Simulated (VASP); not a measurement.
# Al3Cl: single point with PBE

Slab: Al3Cl, a slab with vacuum.

```
Al Cl
1.0
     2.85676    0.00000    0.00000
     0.00000    2.85676    0.00000
     0.00000    0.00000   19.67470
Al Cl
3 1
Direct
  0.50000 0.50000 0.20331
  0.00000 0.00000 0.30927
  0.50000 0.50000 0.41549
  0.50000 0.50000 0.52285
```

- Program: VASP 6.6.1
- Task: single point
- Functional: PBE
- Potentials or basis: VASP PAW PBE potentials, release 64 (Al, Cl)
- Cutoff: 400 eV
- k mesh: 9 × 9 × 1
- Occupations: gaussian, width 0.1 eV
- Spin: no spin polarisation
- Dipole correction: yes
- Further INCAR settings: ALGO = Normal; EDIFF = 1e-06; NBANDS = 16; NELMDL = -8

| Quantity | Value |
| --- | --- |
| Largest force | 0.451 eV/Å |
| Band gap on the k mesh | zero (band 8 reaches 0.68 eV, above the bottom of band 9 at -0.11 eV) |

Forces in eV/Å, atoms in the order of the input:
```
Al   0.000  0.000 -0.033
Al   0.000  0.000  0.451
Al   0.000  0.000 -0.380
Cl   0.000  0.000 -0.039
```

Levels at points of the mesh, in eV from the Fermi level:
| k point | band 5 | band 6 | band 7 | band 8 | band 9 | band 10 | band 11 | band 12 |
| --- | --- | --- | --- | --- | --- | --- | --- | --- |
| (0.00, 0.00, 0.00) | -3.64 | -0.57 | -0.57 | -0.14 | 3.13 | 4.66 | 5.13 | 5.89 |

Wall time 51 s on 1 thread of Intel Xeon 6975P-C (shared host), peak memory 0.22 GiB.
